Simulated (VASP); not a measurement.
Set up this calculation in VASP 6.6.1, as the native input.

```
Task                   : single point
Functional             : r2SCAN
Potentials or basis    : VASP PAW PBE potentials, release 64 (Ti_sv, O)
Cutoff                 : 520 eV
k mesh                 : 18 × 18 × 12
Occupations            : gaussian, width 0.01 eV
Spin                   : no spin polarisation
Dipole correction      : no
Further INCAR settings : ALGO = Normal; EDIFF = 1e-07; NBANDS = 16
```

Crystal: TiO.

```
CELL_PARAMETERS angstrom
3.03100 0.00000 0.00000
-1.51550 2.62492 0.00000
0.00000 0.00000 3.23770
ATOMIC_POSITIONS crystal
Ti 0.66667 0.33333 0.00000
O 0.00000 0.00000 0.50000
```

These files were run (other wordings do the same):

POSCAR

```
TiO
1.0
    3.0309987015      0.0000000000      0.0000000000
   -1.5154993507      2.6249218743      0.0000000000
    0.0000000000      0.0000000000      3.2377000000
Ti O
1 1
Direct
    0.6666666667      0.3333333333      0.0000000000
    0.0000000000      0.0000000000      0.5000000000
```

INCAR.step1

```
ALGO     = Normal         # electronic algorithm
EDIFF    = 1E-4           # SCF threshold, eV
ENCUT    = 520            # plane-wave cutoff, eV
GGA      = PE             # functional
ISMEAR   = 0              # smearing method
LASPH    = True           # aspherical terms in the spheres
LCHARG   = False          # write CHGCAR
LREAL    = False          # projectors in reciprocal space
LWAVE    = True           # write WAVECAR
NBANDS   = 16             # bands
NELM     = 100            # most SCF steps
PREC     = Accurate       # precision mode
SIGMA    = 0.01           # smearing width, eV
```

INCAR.step2

```
ALGO     = Normal         # electronic algorithm
EDIFF    = 1E-7           # SCF threshold, eV
ENCUT    = 520            # plane-wave cutoff, eV
ISIF     = 2              # what is computed and relaxed
ISMEAR   = 0              # smearing method
ISTART   = 1            
LASPH    = True           # aspherical terms in the spheres
LCHARG   = True           # write CHGCAR
LELF     = True           # ELF
LMIXTAU  = True         
LREAL    = False          # projectors in reciprocal space
LVHAR    = True         
LWAVE    = False          # write WAVECAR
METAGGA  = R2SCAN         # meta-GGA
NBANDS   = 16             # bands
NELM     = 100            # most SCF steps
PREC     = Accurate       # precision mode
SIGMA    = 0.01           # smearing width, eV
```

KPOINTS

```
k-points
0
Gamma
  18 18 12
```

Potentials or basis: VASP PAW PBE potentials, release 64 (Ti_sv, O).

The run is started by

```console
$ cat potpaw_PBE.64/Ti_sv/POTCAR potpaw_PBE.64/O/POTCAR > POTCAR
$ cp INCAR.step1 INCAR
$ mpirun -np 1 vasp_std > vasp.out
$ cp INCAR.step2 INCAR
$ mpirun -np 1 vasp_std > vasp.out
```

Results of the run:

The pressure is -39.2 GPa and the band gap on the k mesh is 0.17 eV.

Caveat: the cell stands under tension; the PAW data sets were made with another functional, which shifts forces and pressure a little.

It took 6.9 min on 1 thread of Intel Xeon 8259CL, on a shared host, peak memory 0.23 GiB.
